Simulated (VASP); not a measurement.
# Ge: single point with BLYP

Ge:

```
Ge
1.0
     0.00000    2.21809    2.21809
     2.21809    0.00000    2.21809
     2.21809    2.21809    0.00000
Ge
1
Direct
  0.00000 0.00000 0.00000
```

- Program: VASP 6.6.1
- Task: single point
- Functional: BLYP
- Potentials or basis: VASP PAW PBE potentials, release 64 (Ge_d)
- Cutoff: 520 eV
- k mesh: 13 × 13 × 13
- Occupations: fermi-dirac, width 0.1 eV
- Spin: no spin polarisation
- Dipole correction: no
- Further INCAR settings: ALGO = Normal; EDIFF = 1e-07; NBANDS = 13

- Pressure: 0.0 GPa
- Band gap on the k mesh: zero (band 7 reaches 13.17 eV, above the bottom of band 8 at 3.87 eV)

Levels at points of the mesh, in eV from the Fermi level:
```tsv
k point	band 5	band 6	band 7	band 8	band 9	band 10
(0.00, 0.00, 0.00)	-24.74	-12.13	7.31	7.31	7.31	13.21
```

Run time: 21 s on 1 thread of Intel(R) Xeon(R) Platinum 8259CL CPU @ 2.50GHz (Skylake/Cascade Lake), with other jobs on the host, peak memory 0.15 GiB.

Caveat: the PAW data sets were made with another functional, which shifts forces and pressure a little.
